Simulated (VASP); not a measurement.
**N: single point with PBE**

N:

```
CELL_PARAMETERS angstrom
4.13926 0.00000 0.00000
-2.06963 3.58471 0.00000
0.00000 0.00000 6.95898
ATOMIC_POSITIONS crystal
N 0.66667 0.33333 0.67107
N 0.66667 0.33333 0.82893
N 0.33333 0.66667 0.17107
N 0.33333 0.66667 0.32893
```

This cell differs from its parent crystal: volume scaled by 0.98.

```
Program                : VASP 6.6.1
Task                   : single point
Functional             : PBE
Potentials or basis    : VASP PAW PBE potentials, release 64 (N)
Cutoff                 : 520 eV
k mesh                 : 7 × 7 × 4
Occupations            : fermi-dirac, width 0.05 eV
Spin                   : no spin polarisation
Dipole correction      : no
Further INCAR settings : ALGO = Normal; EDIFF = 1e-07; NBANDS = 18
```

* Pressure: 2.8 GPa
* Largest force: 2.327 eV/Å
* Band gap on the k mesh: 7.08 eV, indirect (least direct gap 7.37 eV)

Forces on the atoms (eV/Å):
```
N    0.000  0.000 -2.327
N    0.000  0.000  2.327
N    0.000  0.000 -2.327
N    0.000  0.000  2.327
```

Stress tensor (GPa, compression positive):
```
0.10 0.00 0.00
0.00 0.10 0.00
0.00 0.00 8.08
```

Levels at points of the mesh, in eV from the valence-band top:
```tsv
k point	band 6	band 7	band 8	band 9	band 10	band 11	band 12	band 13	band 14	band 15
(0.00, 0.00, 0.00)	-1.84	-1.74	-1.74	-1.14	0.00	7.82	7.82	8.30	8.30	9.99
(0.00, 0.00, 0.50)	-1.79	-1.79	-1.79	-0.51	-0.51	8.05	8.05	8.05	8.05	10.15
```

Wall time 73 s on 1 thread of AMD EPYC 7R43 64-Core Processor (Zen 3) (shared host), peak memory 0.18 GiB.

Caveat: the standard files for N, O and F lose accuracy on very short bonds; forces of over 1 eV/Å act on the atoms, so gaps and moduli don't describe the material at rest. A k mesh can miss the band edges.
